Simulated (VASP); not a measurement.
# PbSe (Fmm2) in VASP: notebook, part 2 of 2

VASP 6.6.1.

## 3. Single point, PBE

Input file INCAR:

```
SYSTEM = PbSe
PREC = Accurate
ENCUT = 520
EDIFF = 1E-6
ISMEAR = 0
SIGMA = 0.01
LREAL = .False.
LASPH = .True.
NELM = 100
ALGO = Normal
ISIF = 2
LWAVE = .False.
LCHARG = .False.
GGA = PE
NBANDS = 28
```

Input file KPOINTS:

```
Automatic mesh
0
Gamma
  8 8 8
  0 0 0
```

Input file POSCAR:

```
PbSe
1.0
    0.0000000000     11.9993675250      3.1177649905
    3.1178263516      0.0000000000      3.1177649905
    3.1178263516     11.9993675250      0.0000000000
Pb Se
2 2
Direct
    0.1843482416      0.7995424792      0.2004575208
    0.7995424792      0.1843482416      0.8156517584
    0.6808754931      0.3012347862      0.6987652138
    0.3012347862      0.6808754931      0.3191245069
```

Potentials or basis: VASP PAW PBE potentials, release 64 (Pb_d, Se).

Started as:

```sh
$ cat potpaw_PBE.64/Pb_d/POTCAR potpaw_PBE.64/Se/POTCAR > POTCAR
$ mpirun -np 1 vasp_std > vasp.out
```

OUTCAR:

```text
SYSTEM = PbSe
   PREC = Accurate
   ENCUT = 520
   EDIFF = 1E-6
   ISMEAR = 0
   LREAL = .False.
   LASPH = .True.
   NELM = 100
   ISIF = 2
   GGA = PE

 ion  position               nearest neighbor table
   1  0.184  0.800  0.200-   4 2.83   3 3.11   3 3.12   3 3.12   3 3.12
   2  0.800  0.184  0.816-   3 2.83   4 3.11   4 3.12   4 3.12   4 3.12
   3  0.681  0.301  0.699-   2 2.83   1 3.11   1 3.12   1 3.12   1 3.12
   4  0.301  0.681  0.319-   1 2.83   2 3.11   2 3.12   2 3.12   2 3.12

  LATTYP: Found a base centered monoclinic cell.
 ALAT       =    24.4004217934
 B/A-ratio  =     0.1807029797
 C/A-ratio  =     0.1807029797
 COS(beta)  =    -0.1807029797

  Lattice vectors:

 A1 = (   3.1178263516,  11.9993675250,   0.0000000000)
 A2 = (   0.0000000000,  11.9993675250,  -3.1177649905)
 A3 = (  -3.1178263516,   0.0000000000,   3.1177649905)

Analysis of symmetry for initial positions (statically):
=====================================================================
 Subroutine PRICEL returns:
 Original cell was already a primitive cell.

 Routine SETGRP: Setting up the symmetry group for a
 base centered monoclinic supercell.

 Subroutine GETGRP returns: Found  1 space group operations
 (whereof  1 operations were pure point group operations)
 out of a pool of  4 trial point group operations.

The static configuration has the point symmetry C_1 .

Analysis of symmetry for dynamics (positions and initial velocities):
=====================================================================
 Subroutine PRICEL returns:
 Original cell was already a primitive cell.

 Routine SETGRP: Setting up the symmetry group for a
 base centered monoclinic supercell.

 Subroutine GETGRP returns: Found  1 space group operations
 (whereof  1 operations were pure point group operations)
 out of a pool of  4 trial point group operations.

[... 121 lines left out ...]
   IALGO  =     38    algorithm
   IMIX   =      4    mixing-type and parameters
     AMIX     =   0.40;   BMIX     =  1.00
     AMIX_MAG =   1.60;   BMIX_MAG =  1.00
  volume/ion in A,a.u.               =      58.32       393.57
  Fermi-wavevector in a.u.,A,eV,Ry     =   0.909495  1.718696 11.254481  0.827181
  Thomas-Fermi vector in A             =   2.033546
   LORBIT       =      0    0 simple, 1 ext, 2 COOP (PROOUT), +10 PAW based schemes
   GGA     = PE    functional components
   LHFCALC =     F    Hartree Fock is set to
   AEXX    =    0.0000 exact exchange contribution
   IVDW    =     0    specifies the selected vdW correction
   LEPSILON=     F    determine dielectric tensor
   LRPA    =     F    only Hartree local field effects (RPA)
 non-spin polarized calculation
 Gauss-broadening in eV      SIGMA  =   0.01
  energy-cutoff  :      520.00
  volume of cell :      233.28
 maximum number of plane-waves:      6309
 NGX is ok and might be reduce to    96
   NGX = 45   NGY = 17   NGZ = 45

 number of electron      39.9999998 magnetization

 Free energy of the ion-electron system (eV)
  ---------------------------------------------------
  ext. energy  EPLUGINS =         0.00000000
  ---------------------------------------------------
  free energy    TOTEN  =       -16.10432451 eV

  energy without entropy =      -16.10432451  energy(sigma->0) =      -16.10432451

 E-fermi :  -0.0790     XC(G=0):  -5.5848

 val. band max:       -0.1296778668   @ k =   0.3750  -0.3750   0.3750
 cond. band min:       1.4155414121   @ k =  -0.2500  -0.0000   0.2500
 fundamental gap:      1.5452192789
 Fermi energy:        -0.0790185745

 k-point     1 :       0.0000    0.0000    0.0000
  band No.  band energies     occupation
      1     -16.5923      2.00000
      2     -16.5075      2.00000
      3     -16.4940      2.00000
      4     -16.4918      2.00000
      5     -16.4879      2.00000
      6     -16.4849      2.00000
[... 733 lines left out ...]
     27       5.0412      0.00000
     28       6.3559      0.00000

 [... further k-points ...]

------------------------ aborting loop because EDIFF is reached ----------------------------------------

  FORCE on cell =-STRESS in cart. coord.  units (eV):
  Direction    XX          YY          ZZ          XY          YZ          ZX
  --------------------------------------------------------------------------------------
  -------------------------------------------------------------------------------------
  Total       -0.0107604      0.0164493     -0.0085232      0.0000471      0.0000506      0.0002340
  in kB       -0.0739018      0.1129728     -0.0585366      0.0003233      0.0003478      0.0016072
  external PRESSURE =      -0.0064886 kB  Pullay stress =       0.0000000 kB

 VOLUME and BASIS-vectors are now :
 -----------------------------------------------------------------------------
  energy-cutoff  :      520.00
  volume of cell :      233.28
      direct lattice vectors                 reciprocal lattice vectors
     0.000000000 11.999367525  3.117764990    -0.160368136  0.041668863  0.160371292
     3.117826352  0.000000000  3.117764990     0.160368136 -0.041668863  0.160371292
     3.117826352 11.999367525  0.000000000     0.160368136  0.041668863 -0.160371292

 POSITION                                       TOTAL-FORCE (eV/Angst)
 -----------------------------------------------------------------------------------
      3.11783      4.61743      3.06754         0.000055     -0.007112     -0.001226
      3.11783     19.38131      3.06754        -0.000116      0.007109     -0.001402
      3.11783     16.55482      3.06199         0.000045     -0.008782      0.001326
      3.11783      7.44392      3.06199         0.000016      0.008784      0.001301
 -----------------------------------------------------------------------------------
    total drift:                               -0.000122     -0.000005     -0.000124

  FREE ENERGIE OF THE ION-ELECTRON SYSTEM (eV)
  ---------------------------------------------------
  free  energy   TOTEN  =       -16.1043245133 eV

  energy  without entropy=      -16.1043245133  energy(sigma->0) =      -16.10432451
```

Run time: 58 min. Hardware: 1 thread of Intel Xeon 6975P-C (Granite Rapids), shared host; peak memory 1.7 GiB.

Results:

| Quantity | Value |
| --- | --- |
| Free energy | -16.1043 eV |
| Pressure | 0.0 GPa |
| Largest force | 0.009 eV/Å |
| Band gap on the k mesh | 1.55 eV, indirect (least direct gap 1.58 eV) |

Forces on the atoms (eV/Å):
```
Pb   0.000 -0.007 -0.001
Pb   0.000  0.007 -0.001
Se   0.000 -0.009  0.001
Se   0.000  0.009  0.001
```

Caveat: spin-orbit coupling is left out, which moves the levels of the heavy elements. A k mesh can miss the band edges.
